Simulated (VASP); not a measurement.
Here is a VASP 6.6.1 calculation.

The input INCAR:

```
PREC = Accurate
ENCUT = 400
EDIFF = 1E-8
ISMEAR = -1
SIGMA = 0.08
LREAL = False
LASPH = True
NELM = 120
ALGO = Normal
ISIF = 2
LWAVE = False
LCHARG = False
GGA = PE
LEFG = True
NBANDS = 14
GGA_COMPAT = False
```

The input KPOINTS:

```
Automatic mesh
0
Gamma
  16 16 16
```

The input POSCAR:

```
Rh
1.0
    0.0000000000      1.9015500000      1.8445035000
    1.9015500000      0.0000000000      1.8445035000
    1.9015500000      1.9015500000      0.0000000000
Rh
1
Direct
    0.0000000000      0.0000000000      0.0000000000
```

Potentials or basis: VASP PAW PBE potentials, release 64 (Rh_pv).

Run with:

```bash
$ cat potpaw_PBE.64/Rh_pv/POTCAR > POTCAR
$ mpirun -np 1 vasp_std > vasp.out
```

Task: Predict the pressure.

Result: 14.3 GPa.

Task: Estimate the band gap on the k mesh.

Result: Zero (an odd number of electrons rules out a gap without spin polarisation).

Stress tensor (GPa, compression positive):
```
11.68  0.00  0.00
 0.00 11.68  0.00
 0.00  0.00 19.48
```

Caveat: the cell differs from its parent crystal (zz strain of -3 %); the cell stands under pressure; without QUAD_EFG the Cq values of the log hold for a quadrupole moment of 1 mb, not for the nuclei.
